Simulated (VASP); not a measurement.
# GaN (P3m1) in VASP: a series of runs

The runs below take GaN through single point, with r2SCAN.

Everything below comes from runs of VASP 6.6.1. Logs are shortened: lines on timing, memory, paths and dates and some standing lists are left out, and cuts for length are marked.

### 1 The cell of the first run

It takes space group P3m1 (No. 156, trigonal). The conventional cell has a = 3.180 Å, b = 3.180 Å, c = 5.166 Å, α = 90.00°, β = 90.00°, γ = 120.00°. Within 2.6 Å of Ga (site symmetry 3m) lie 4 N at 1.93 to 2.00 Å. Ga (site symmetry 3m) has 4 N at 1.94 to 1.95 Å within 2.6 Å. Within 2.6 Å of N (site symmetry 3m) lie 4 Ga at 1.95 to 2.00 Å. Within 2.6 Å of N (site symmetry 3m) lie 4 Ga at 1.93 to 1.94 Å.

### 2 Single point, r2SCAN (atom 1 (Ga) moved -0.060 Å towards its neighbour atom 3 (N) at 1.937 Å)

POSCAR reads:

```
GaN
1.0
    3.1799996605      0.0000000000      0.0000000000
   -1.5899998303      2.7539604900      0.0000000000
    0.0000000000      0.0000000000      5.1660000000
Ga N
2 2
Direct
    0.3333333333      0.6666666667     -0.0116144019
    0.6666666667      0.3333333333      0.5000000000
    0.3333333333      0.6666666667      0.3750000000
    0.6666666667      0.3333333333      0.8750000000
```

INCAR.step1 reads:

```
PREC = Accurate ; ENCUT = 660
ISMEAR = 0 ; SIGMA = 0.05
LREAL = F ; LASPH = T
NELM = 120 ; NBANDS = 26
GGA = PE ; ALGO = Normal
EDIFF = 1E-5 ; LWAVE = T
LCHARG = F ; GGA_COMPAT = F
```

INCAR.step2 reads:

```
PREC = Accurate ; ENCUT = 660
EDIFF = 1E-6 ; ISMEAR = 0
SIGMA = 0.05 ; LREAL = F
LASPH = T ; NELM = 120
ALGO = Normal ; ISIF = 2
LWAVE = F ; LCHARG = F
METAGGA = R2SCAN ; LMIXTAU = T
NBANDS = 26 ; ISTART = 1
GGA_COMPAT = F
```

KPOINTS reads:

```
regular mesh
0
Gamma
  12 12 6
```

Potentials or basis: VASP PAW PBE potentials, release 64 (Ga_d, N).

On the command line:

```sh
cat potpaw_PBE.64/Ga_d/POTCAR potpaw_PBE.64/N/POTCAR > POTCAR
cp INCAR.step1 INCAR
mpirun -np 1 vasp_std > vasp.out
cp INCAR.step2 INCAR
mpirun -np 1 vasp_std > vasp.out
```

OUTCAR:

```text
PREC = Accurate
   ENCUT = 660
   EDIFF = 1E-6
   ISMEAR = 0
   LREAL = F
   LASPH = T
   NELM = 120
   ISIF = 2
   METAGGA = R2SCAN
   ISTART = 1

 ion  position               nearest neighbor table
   1  0.333  0.667  0.988-   4 1.93   4 1.93   4 1.93   3 2.00
   2  0.667  0.333  0.500-   4 1.94   3 1.95   3 1.95   3 1.95
   3  0.333  0.667  0.375-   2 1.95   2 1.95   2 1.95   1 2.00
   4  0.667  0.333  0.875-   1 1.93   1 1.93   1 1.93   2 1.94

  LATTYP: Found a hexagonal cell.
 ALAT       =     3.1799996605
 C/A-ratio  =     1.6245284753

  Lattice vectors:

 A1 = (   3.1799996605,   0.0000000000,   0.0000000000)
 A2 = (  -1.5899998303,   2.7539604900,   0.0000000000)
 A3 = (   0.0000000000,   0.0000000000,   5.1660000000)

Analysis of symmetry for initial positions (statically):
=====================================================================
 Subroutine PRICEL returns:
 Original cell was already a primitive cell.

 Routine SETGRP: Setting up the symmetry group for a
 hexagonal supercell.

 Subroutine GETGRP returns: Found  6 space group operations
 (whereof  6 operations were pure point group operations)
 out of a pool of 24 trial point group operations.

The static configuration has the point symmetry C_3v.

Analysis of symmetry for dynamics (positions and initial velocities):
=====================================================================
 Subroutine PRICEL returns:
 Original cell was already a primitive cell.

 Routine SETGRP: Setting up the symmetry group for a
 hexagonal supercell.

 Subroutine GETGRP returns: Found  6 space group operations
 (whereof  6 operations were pure point group operations)
 out of a pool of 24 trial point group operations.

The dynamic configuration has the point symmetry C_3v.

 Subroutine INISYM returns: Found  6 space group operations
 (whereof  6 operations are pure point group operations),
 and found     1 'primitive' translations

----------------------------------------------------------------------------------------

                                     Primitive cell

  volume of cell :      45.2417

  direct lattice vectors                    reciprocal lattice vectors
     3.179999661  0.000000000  0.000000000     0.314465442  0.181556708  0.000000000
    -1.589999830  2.753960490  0.000000000     0.000000000  0.363113416  0.000000000
[... 88 lines left out ...]
   NELM   =    120;   NELMIN=  2; NELMDL=  0     # of ELM steps
   EDIFF  = 0.1E-05   stopping-criterion for ELM
   LREAL  =      F    real-space projection
   EDIFFG = 0.1E-04   stopping-criterion for IOM
   NSW    =      0    number of steps for IOM
   IBRION =     -1    ionic relax: 0-MD 1-quasi-New 2-CG
   NFREE  =      0    steps in history (QN), initial steepest desc. (CG)
   ISIF   =      2    stress and relaxation
   ISYM   =      2    0-nonsym 1-usesym 2-fastsym
   POTIM  = 0.5000    time-step for ionic-motion
   TEBEG  =    0.0;   TEEND  =   0.0 temperature during run
   PSTRESS=    0.0 pullay stress
   NELECT =      36.0000    total number of electrons
   NUPDOWN=      -1.0000    fix difference up-down
   EMIN   =  10.00;   EMAX   =-10.00  energy-range for DOS
   EFERMI =   0.00;   METHOD = LEGACY
   ISMEAR =     0;   SIGMA  =   0.05  broadening in eV -4-tet -1-fermi 0-gaus
   EFERMI_NEDOS =   21; number of points for ismear=-14 and -15
   IALGO  =     38    algorithm
   IMIX   =      4    mixing-type and parameters
     AMIX     =   0.40;   BMIX     =  1.00
     AMIX_MAG =   1.60;   BMIX_MAG =  1.00
  volume/ion in A,a.u.               =      11.31        76.33
  Fermi-wavevector in a.u.,A,eV,Ry     =   1.517036  2.866783 31.312431  2.301399
  Thomas-Fermi vector in A             =   2.626346
   LORBIT       =      0    0 simple, 1 ext, 2 COOP (PROOUT), +10 PAW based schemes
   METAGGA = R2SCAN    functional components
   LHFCALC =     F    Hartree Fock is set to
   AEXX    =    0.0000 exact exchange contribution
   IVDW    =     0    specifies the selected vdW correction
   LEPSILON=     F    determine dielectric tensor
   LRPA    =     F    only Hartree local field effects (RPA)
 non-spin polarized calculation
 Gauss-broadening in eV      SIGMA  =   0.05
  energy-cutoff  :      660.00
  volume of cell :       45.24
 maximum number of plane-waves:      1766
 NGX is ok and might be reduce to    28
   NGX = 13   NGY = 13   NGZ = 21

 number of electron      36.0000006 magnetization

 Free energy of the ion-electron system (eV)
  ---------------------------------------------------
  ext. energy  EPLUGINS =         0.00000000
  ---------------------------------------------------
  free energy    TOTEN  =       -43.78935620 eV

  energy without entropy =      -43.78935620  energy(sigma->0) =      -43.78935620

 E-fermi :   5.4501     XC(G=0): -12.6944

 val. band max:        5.1724134228   @ k =   0.0000   0.0000   0.0000
 cond. band min:       7.5372117584   @ k =   0.0000   0.0000   0.0000
 fundamental gap:      2.3647983356
 Fermi energy:         5.4501177772

 k-point     1 :       0.0000    0.0000    0.0000
  band No.  band energies     occupation
      1     -11.7553      2.00000
      2     -10.6453      2.00000
      3      -8.7427      2.00000
      4      -8.7427      2.00000
      5      -8.6741      2.00000
      6      -8.5298      2.00000
[... 685 lines left out ...]
     25      16.9442      0.00000
     26      18.0419      0.00000

 [... further k-points ...]

------------------------ aborting loop because EDIFF is reached ----------------------------------------

  FORCE on cell =-STRESS in cart. coord.  units (eV):
  Direction    XX          YY          ZZ          XY          YZ          ZX
  --------------------------------------------------------------------------------------
  -------------------------------------------------------------------------------------
  Total        0.7705242      0.7705242      0.4240724     -0.0000000      0.0000000     -0.0000000
  in kB       27.2871180     27.2871180     15.0179744     -0.0000000      0.0000000     -0.0000000
  external PRESSURE =      23.1974034 kB  Pullay stress =       0.0000000 kB

 VOLUME and BASIS-vectors are now :
 -----------------------------------------------------------------------------
  energy-cutoff  :      660.00
  volume of cell :       45.24
      direct lattice vectors                 reciprocal lattice vectors
     3.179999661  0.000000000  0.000000000     0.314465442  0.181556708  0.000000000
    -1.589999830  2.753960490  0.000000000     0.000000000  0.363113416  0.000000000
     0.000000000  0.000000000  5.166000000     0.000000000  0.000000000  0.193573364

 POSITION                                       TOTAL-FORCE (eV/Angst)
 -----------------------------------------------------------------------------------
     -0.00000      1.83597      5.10600         0.000000     -0.000000      1.048847
      1.59000      0.91799      2.58300        -0.000000      0.000000     -0.659375
     -0.00000      1.83597      1.93725         0.000000      0.000000     -0.234777
      1.59000      0.91799      4.52025         0.000000      0.000000     -0.154696
 -----------------------------------------------------------------------------------
    total drift:                                0.000001      0.000001      0.019252

  FREE ENERGIE OF THE ION-ELECTRON SYSTEM (eV)
  ---------------------------------------------------
  free  energy   TOTEN  =       -43.7893561989 eV

  energy  without entropy=      -43.7893561989  energy(sigma->0) =      -43.78935620
```

OUTCAR.step1:

```text
PREC = Accurate
   ENCUT = 660
   ISMEAR = 0
   LREAL = F
[... 926 lines left out ...]
     -0.00000      1.83597      5.10600        -0.000000      0.000000      1.002667
      1.59000      0.91799      2.58300        -0.000000      0.000000     -0.632947
     -0.00000      1.83597      1.93725         0.000000     -0.000000     -0.241165
      1.59000      0.91799      4.52025         0.000000     -0.000000     -0.128555
 -----------------------------------------------------------------------------------
    total drift:                               -0.000000     -0.000000      0.000056

  FREE ENERGIE OF THE ION-ELECTRON SYSTEM (eV)
  ---------------------------------------------------
  free  energy   TOTEN  =       -24.2650387504 eV

  energy  without entropy=      -24.2650387504  energy(sigma->0) =      -24.26503875
```

Wall time 9.8 min (1 thread of Intel Xeon Platinum 8488C (Sapphire Rapids), shared host); peak memory 0.29 GiB.

Results:

- Free energy: -43.7894 eV
- Pressure: 2.3 GPa
- Largest force: 1.049 eV/Å
- Band gap on the k mesh: 2.36 eV

Forces in eV/Å, atoms in the order of the input:
```
Ga   0.000  0.000  1.049
Ga   0.000  0.000 -0.659
N    0.000  0.000 -0.235
N    0.000  0.000 -0.155
```

Levels at points of the mesh, in eV from the valence-band top:
| k point | band 16 | band 17 | band 18 | band 19 | band 20 | band 21 |
| --- | --- | --- | --- | --- | --- | --- |
| (0.00, 0.00, 0.00) | 0.00 | 0.00 | 0.00 | 2.36 | 4.78 | 10.01 |
| (0.50, 0.00, 0.00) | -2.92 | -2.20 | -1.08 | 5.52 | 6.17 | 6.59 |
| (0.00, 0.00, 0.50) | -0.78 | -0.38 | -0.38 | 4.65 | 4.91 | 9.05 |
| (0.50, 0.00, 0.50) | -2.03 | -1.84 | -1.81 | 4.90 | 4.93 | 8.33 |

Caveat: the cell differs from its parent crystal (atom 1 (Ga) moved -0.060 Å towards its neighbour atom 3 (N) at 1.937 Å); the PAW data sets were made with another functional, which shifts forces and pressure a little.

### 3 Single point, r2SCAN (atom 1 (Ga) moved -0.120 Å towards its neighbour atom 3 (N) at 1.937 Å)

POSCAR: that of step 2 with these lines changed.

```diff
@@ -8,3 +8,3 @@
 Direct
-    0.3333333333      0.6666666667     -0.0116144019
+    0.3333333333      0.6666666667     -0.0232288037
     0.6666666667      0.3333333333      0.5000000000
```

INCAR.step1 reads:

```
PREC     = Accurate       # precision mode
ENCUT    = 660            # plane-wave cutoff, eV
ISMEAR   = 0              # smearing method
SIGMA    = 0.05           # smearing width, eV
LREAL    = F              # projectors in reciprocal space
LASPH    = T              # aspherical terms in the spheres
NELM     = 120            # most SCF steps
NBANDS   = 26             # bands
GGA      = PE             # functional
ALGO     = Normal         # electronic algorithm
EDIFF    = 1E-5           # SCF threshold, eV
LWAVE    = T              # write WAVECAR
LCHARG   = F              # write CHGCAR
GGA_COMPAT= F
```

INCAR.step2 reads:

```
PREC     = Accurate       # precision mode
ENCUT    = 660            # plane-wave cutoff, eV
EDIFF    = 1E-6           # SCF threshold, eV
ISMEAR   = 0              # smearing method
SIGMA    = 0.05           # smearing width, eV
LREAL    = F              # projectors in reciprocal space
LASPH    = T              # aspherical terms in the spheres
NELM     = 120            # most SCF steps
ALGO     = Normal         # electronic algorithm
ISIF     = 2              # what is computed and relaxed
LWAVE    = F              # write WAVECAR
LCHARG   = T              # write CHGCAR
METAGGA  = R2SCAN         # meta-GGA
LMIXTAU  = T            
LELF     = T              # ELF
LVHAR    = T            
NBANDS   = 26             # bands
ISTART   = 1            
GGA_COMPAT= F
```

KPOINTS is that of step 2.

Potentials or basis: VASP PAW PBE potentials, release 64 (Ga_d, N).

On the command line:

```sh
cat potpaw_PBE.64/Ga_d/POTCAR potpaw_PBE.64/N/POTCAR > POTCAR
cp INCAR.step1 INCAR
mpirun -np 1 vasp_std > vasp.out
cp INCAR.step2 INCAR
mpirun -np 1 vasp_std > vasp.out
```

OUTCAR:

```text
PREC = Accurate
   ENCUT = 660
   EDIFF = 1E-6
   ISMEAR = 0
   LREAL = F
   LASPH = T
   NELM = 120
   ISIF = 2
   METAGGA = R2SCAN
   ISTART = 1

 ion  position               nearest neighbor table
   1  0.333  0.667  0.977-   4 1.91   4 1.91   4 1.91   3 2.06
   2  0.667  0.333  0.500-   4 1.94   3 1.95   3 1.95   3 1.95
   3  0.333  0.667  0.375-   2 1.95   2 1.95   2 1.95   1 2.06
   4  0.667  0.333  0.875-   1 1.91   1 1.91   1 1.91   2 1.94

  LATTYP: Found a hexagonal cell.
 ALAT       =     3.1799996605
 C/A-ratio  =     1.6245284753

  Lattice vectors:

 A1 = (   3.1799996605,   0.0000000000,   0.0000000000)
 A2 = (  -1.5899998303,   2.7539604900,   0.0000000000)
 A3 = (   0.0000000000,   0.0000000000,   5.1660000000)

Analysis of symmetry for initial positions (statically):
=====================================================================
 Subroutine PRICEL returns:
 Original cell was already a primitive cell.

 Routine SETGRP: Setting up the symmetry group for a
 hexagonal supercell.

[... 168 lines left out ...]

  energy without entropy =      -43.69741202  energy(sigma->0) =      -43.69741202

 E-fermi :   5.4488     XC(G=0): -12.6927

 val. band max:        5.2320495562   @ k =   0.0000   0.0000   0.0000
 cond. band min:       7.5097594364   @ k =   0.0000   0.0000   0.0000
 fundamental gap:      2.2777098802
 Fermi energy:         5.4488097147

 k-point     1 :       0.0000    0.0000    0.0000
  band No.  band energies     occupation
      1     -11.8937      2.00000
      2     -10.5709      2.00000
      3      -8.8731      2.00000
      4      -8.8731      2.00000
      5      -8.6884      2.00000
      6      -8.5395      2.00000
[... 685 lines left out ...]
     25      16.9270      0.00000
     26      18.0585      0.00000

 [... further k-points ...]

------------------------ aborting loop because EDIFF is reached ----------------------------------------

  FORCE on cell =-STRESS in cart. coord.  units (eV):
  Direction    XX          YY          ZZ          XY          YZ          ZX
  --------------------------------------------------------------------------------------
  -------------------------------------------------------------------------------------
  Total        1.1807225      1.1807225      0.0838542     -0.0000000      0.0000000     -0.0000000
  in kB       41.8137624     41.8137624      2.9695894     -0.0000000      0.0000000     -0.0000000
  external PRESSURE =      28.8657048 kB  Pullay stress =       0.0000000 kB

 VOLUME and BASIS-vectors are now :
 -----------------------------------------------------------------------------
  energy-cutoff  :      660.00
  volume of cell :       45.24
      direct lattice vectors                 reciprocal lattice vectors
     3.179999661  0.000000000  0.000000000     0.314465442  0.181556708  0.000000000
    -1.589999830  2.753960490  0.000000000     0.000000000  0.363113416  0.000000000
     0.000000000  0.000000000  5.166000000     0.000000000  0.000000000  0.193573364

 POSITION                                       TOTAL-FORCE (eV/Angst)
 -----------------------------------------------------------------------------------
     -0.00000      1.83597      5.04600         0.000000     -0.000000      1.988168
      1.59000      0.91799      2.58300        -0.000000      0.000000     -1.164182
     -0.00000      1.83597      1.93725        -0.000000      0.000000     -0.427192
      1.59000      0.91799      4.52025         0.000000      0.000000     -0.396794
 -----------------------------------------------------------------------------------
    total drift:                                0.000000      0.000002      0.015134

  FREE ENERGIE OF THE ION-ELECTRON SYSTEM (eV)
  ---------------------------------------------------
  free  energy   TOTEN  =       -43.6974120243 eV

  energy  without entropy=      -43.6974120243  energy(sigma->0) =      -43.69741202
```

OUTCAR.step1:

```text
PREC = Accurate
   ENCUT = 660
   ISMEAR = 0
   LREAL = F
[... 926 lines left out ...]
     -0.00000      1.83597      5.04600        -0.000000      0.000000      1.904884
      1.59000      0.91799      2.58300         0.000000      0.000000     -1.119988
     -0.00000      1.83597      1.93725         0.000000     -0.000000     -0.443771
      1.59000      0.91799      4.52025         0.000000     -0.000000     -0.341125
 -----------------------------------------------------------------------------------
    total drift:                               -0.000000      0.000000      0.000716

  FREE ENERGIE OF THE ION-ELECTRON SYSTEM (eV)
  ---------------------------------------------------
  free  energy   TOTEN  =       -24.1767504114 eV

  energy  without entropy=      -24.1767504114  energy(sigma->0) =      -24.17675041
```

OSZICAR.step1:

```text
N       E                     dE             d eps       ncg     rms          rms(c)
DAV:   1     0.311408889664E+03    0.31141E+03   -0.20235E+04  5680   0.299E+03
DAV:   2     0.141283678310E+02   -0.29728E+03   -0.28031E+03  5472   0.552E+02
DAV:   3    -0.267204270045E+02   -0.40849E+02   -0.40228E+02  6282   0.161E+02
DAV:   4    -0.282200469887E+02   -0.14996E+01   -0.14920E+01  5936   0.331E+01
DAV:   5    -0.282552188782E+02   -0.35172E-01   -0.35130E-01  6422   0.494E+00    0.110E+01
DAV:   6    -0.240861241063E+02    0.41691E+01   -0.10154E+01  8642   0.516E+01    0.299E+00
DAV:   7    -0.241952761858E+02   -0.10915E+00   -0.15595E+00  5606   0.107E+01    0.270E+00
DAV:   8    -0.241872111696E+02    0.80650E-02   -0.14481E-01  7550   0.580E+00    0.616E-01
DAV:   9    -0.241761724225E+02    0.11039E-01   -0.46037E-02  8080   0.424E+00    0.362E-01
DAV:  10    -0.241766240054E+02   -0.45158E-03   -0.48742E-03  5530   0.572E-01    0.178E-01
DAV:  11    -0.241767448937E+02   -0.12089E-03   -0.34063E-04  6878   0.274E-01    0.152E-02
DAV:  12    -0.241767504114E+02   -0.55177E-05   -0.83312E-05  7696   0.109E-01
   1 F= -.24176750E+02 E0= -.24176750E+02  d E =-.101005E-11
```

It took 8.6 min on 1 thread of Intel Xeon Platinum 8488C (Sapphire Rapids), shared host; peak memory 0.28 GiB.

Results:

* Free energy: -43.6974 eV
* Pressure: 2.9 GPa
* Largest force: 1.988 eV/Å
* Band gap on the k mesh: 2.28 eV

Forces in eV/Å, atoms in the order of the input:
```
Ga   0.000  0.000  1.988
Ga   0.000  0.000 -1.164
N    0.000  0.000 -0.427
N    0.000  0.000 -0.397
```

Levels at points of the mesh, in eV from the valence-band top:
```csv
k point,band 14,band 15,band 16,band 17,band 18,band 19,band 20,band 21,band 22,band 23
"(0.00, 0.00, 0.00)",-1.29,-1.29,0.00,0.00,0.00,2.28,4.70,9.94,10.47,10.47
"(0.50, 0.00, 0.00)",-5.52,-4.25,-3.09,-2.15,-1.14,5.35,6.16,6.57,9.32,10.97
"(0.00, 0.00, 0.50)",-3.59,-1.05,-1.05,-0.27,-0.27,4.46,4.96,8.83,9.35,10.76
"(0.50, 0.00, 0.50)",-6.56,-2.62,-2.13,-1.74,-1.69,4.83,4.88,8.15,8.39,10.56
```

Caveat: the cell differs from its parent crystal (atom 1 (Ga) moved -0.120 Å towards its neighbour atom 3 (N) at 1.937 Å); the PAW data sets were made with another functional, which shifts forces and pressure a little.
